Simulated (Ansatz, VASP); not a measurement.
One calculation of Mo, two programs

INCAR

```
SYSTEM = Mo
PREC = Accurate
ENCUT = 520
EDIFF = 1E-8
ISMEAR = -1
SIGMA = 0.05
LREAL = .False.
LASPH = .True.
NELM = 80
ALGO = Normal
ISIF = 2
LWAVE = .False.
LCHARG = .False.
GGA = RP
LEFG = .True.
NBANDS = 13
```

The input KPOINTS:

```
Automatic mesh
0
Gamma
  16 16 16
  0 0 0
```

Contents of POSCAR:

```
Mo
1.0
   -1.5867100000      1.5867100000      1.5710000000
    1.5867100000     -1.5867100000      1.5710000000
    1.5552900000      1.5552900000     -1.5710000000
Mo
1
Direct
    0.0000000000      0.0000000000      0.0000000000
```

Input for Ansatz:

```yaml
crystal:
  lattice:
    - [-1.58671, 1.58671, 1.571]
    - [1.58671, -1.58671, 1.571]
    - [1.55529, 1.55529, -1.571]
  atoms:
    - { symbol: Mo, position: [0.0, 0.0, 0.0] }
kpoints:
  mp_grid: { grid: [16, 16, 16] }
scf:
  occupations: { method: fermi_dirac, width: 0.05 }
  mixing: { preconditioner: kerker }
hamiltonian:
  xc: rpbe
  pseudopotentials: { kind: all_electron, datasets: crystal }
output:
  forces: true
  stress: true
  eigenvalues: true
  efg: { contact_densities: true }
```

Alike in both runs: task electric field gradients; functional RPBE; k mesh 16 × 16 × 16; occupations fermi-dirac, width 0.05 eV; no spin polarisation.

```csv
,VASP,Ansatz
version,VASP 6.6.1,Ansatz 0.2.0
potentials or method,"VASP PAW PBE potentials, release 64 (Mo_sv), cutoff 520 eV","all-electron PAW with datasets made for the crystal, scalar-relativistic"
```

```csv
,VASP,Ansatz,Ansatz less VASP
gap on the k mesh at the Fermi level (eV),none,none,-
pressure (GPa),8.8,8.2,-0.59
"traceless stress, the component that is largest in VASP (GPa)",2.30,2.29,-0.014
```

VASP's potentials were made for PBE, not for RPBE. A gap of «none» marks a metal or a gap that the smearing closes. Ansatz ran all-electron here, and VASP with PAW potentials.
